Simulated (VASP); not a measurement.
Input of a VASP 6.6.1 run:

Contents of INCAR:

```
SYSTEM = La2O3
PREC = Accurate ; ENCUT = 520
EDIFF = 1E-7 ; ISMEAR = 0
SIGMA = 0.1 ; LREAL = .FALSE.
LASPH = .TRUE. ; NELM = 60
ALGO = Normal ; ISIF = 2
LWAVE = .FALSE. ; LCHARG = .TRUE.
GGA = PE ; LELF = .TRUE.
LVHAR = .TRUE. ; NBANDS = 28
```

The input KPOINTS:

```
regular mesh
0
G
  4 4 4
  0 0 0
```

The input POSCAR:

```
La2O3
1.0
    0.0000000000      3.3191520000      4.6167698900
    3.2473913900      0.0000000000      4.6167698900
    3.2473913900      3.3191520000      0.0000000000
La O
2 3
Direct
    0.7406179000      0.7406179000      0.2593821000
    0.2593821000      0.2593821000      0.7406179000
    0.0493323200      0.0493323200      0.4506676800
    0.4506676800      0.4506676800      0.0493323200
    0.0000000000      0.0000000000      0.0000000000
```

Potentials or basis: VASP PAW PBE potentials, release 64 (La, O).

Command:

```console
$ cat potpaw_PBE.64/La/POTCAR potpaw_PBE.64/O/POTCAR > POTCAR
$ mpirun -np 1 vasp_std > vasp.out
```

Question: Predict the largest force.

Answer: 2.370 eV/Å.

Question: What does it give for the pressure?

Answer: -11.7 GPa.

Question: Estimate the band gap on the k mesh.

Answer: Zero (bands 20 and 21 overlap by 0.71 eV).

Stress tensor (GPa, compression positive):
```
  3.31   0.00   0.00
  0.00   0.78   0.00
  0.00   0.00 -39.09
```

Caveat: the k points lie up to 0.38 Å⁻¹ apart, too coarse for converged energies and pressures of a metal; spin-orbit coupling is left out, which moves the levels of the heavy elements; forces of over 1 eV/Å act on the atoms, so gaps and moduli don't describe the material at rest.
